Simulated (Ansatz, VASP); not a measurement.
# One calculation of Cr, two programs

File INCAR:

```
PREC     = Accurate       # precision mode
ENCUT    = 520            # plane-wave cutoff, eV
EDIFF    = 1E-7           # SCF threshold, eV
ISMEAR   = -1             # smearing method
SIGMA    = 0.05           # smearing width, eV
LREAL    = False          # projectors in reciprocal space
LASPH    = True           # aspherical terms in the spheres
NELM     = 150            # most SCF steps
ALGO     = Fast           # electronic algorithm
ISIF     = 2              # what is computed and relaxed
LWAVE    = False          # write WAVECAR
LCHARG   = False          # write CHGCAR
ISPIN    = 2              # spin polarisation
MAGMOM   = 3              # initial moments
LORBIT   = 11             # projections on sites
LMAXMIX  = 4              # l up to which the mixer works
LDAU     = True           # DFT+U
LDAUTYPE = 2            
LDAUL    = 2              # shell
LDAUU    = 6              # U, eV
LDAUJ    = 0            
LDAUPRINT= 1            
GGA      = PS             # functional
NBANDS   = 16             # bands
```

Contents of KPOINTS:

```
regular mesh
0
Gamma
  12 12 12
```

Contents of POSCAR:

```
Cr
1.0
   -1.4844496776      1.4844496776      1.4844496776
    1.4844496776     -1.4844496776      1.4844496776
    1.4844496776      1.4844496776     -1.4844496776
Cr
1
Direct
    0.0000000000      0.0000000000      0.0000000000
```

The input input.yaml:

```yaml
crystal:
  lattice:
    - [-1.4844496776, 1.4844496776, 1.4844496776]
    - [1.4844496776, -1.4844496776, 1.4844496776]
    - [1.4844496776, 1.4844496776, -1.4844496776]
  atoms:
    - { symbol: Cr, position: [0.0, 0.0, 0.0], spin: 3.0 }
kpoints:
  mp_grid: { grid: [12, 12, 12] }
scf:
  occupations: { method: fermi_dirac, width: 0.05 }
hamiltonian:
  xc: pbesol
  pseudopotentials: { kind: all_electron, lapw: { basis_error: 0.001 } }
  hubbard:
    sites: [{ species: Cr, l: d, u_eff: 6 }]
    double_counting: fll
    projectors: ortho-atomic
magnetization:
  spin_polarized: true
output:
  forces: true
  stress: true
  eigenvalues: true
  dos: { projected: false, de: 0.1, e_range: [-10, 8] }
  hubbard: {}
```

Alike in both runs: functional PBEsol; k mesh 12 × 12 × 12; occupations fermi-dirac, width 0.05 eV; collinear spin; Hubbard terms Cr d U = 6.0 eV.

```csv
,VASP,Ansatz
version,VASP 6.6.1,Ansatz 0.2.0
potentials or method,"VASP PAW PBE potentials, release 64 (Cr_pv), cutoff 520 eV","all-electron LAPW, scalar-relativistic"
task,single point,density of states
```

Ansatz gave:

```
gap on the k mesh at the Fermi level (eV)                     : none
net moment per atom (μB)                                      : 4.75
size of the moment on the site where the two differ most (μB) : 4.37
```

Q: What did VASP give for the same quantities?

A: gap on the k mesh at the Fermi level (eV): none; net moment per atom (μB): 4.57; size of the moment on the site where the two differ most (μB): 4.25.

The net moments are unlike, so the other rows may belong to different states. VASP's potentials were made for PBE, not for PBEsol. Site moments also hang on the region over which each program counts them. The programs project onto different local orbitals, so the same U acts differently, and such runs can settle in different states. A gap of «none» marks a metal or a gap that the smearing closes. Ansatz ran all-electron here, and VASP with PAW potentials.

Noted on Ansatz's run: the magnetic state may not be the lowest; U is the effective U less J, on atomic orbitals that reach past the spheres.
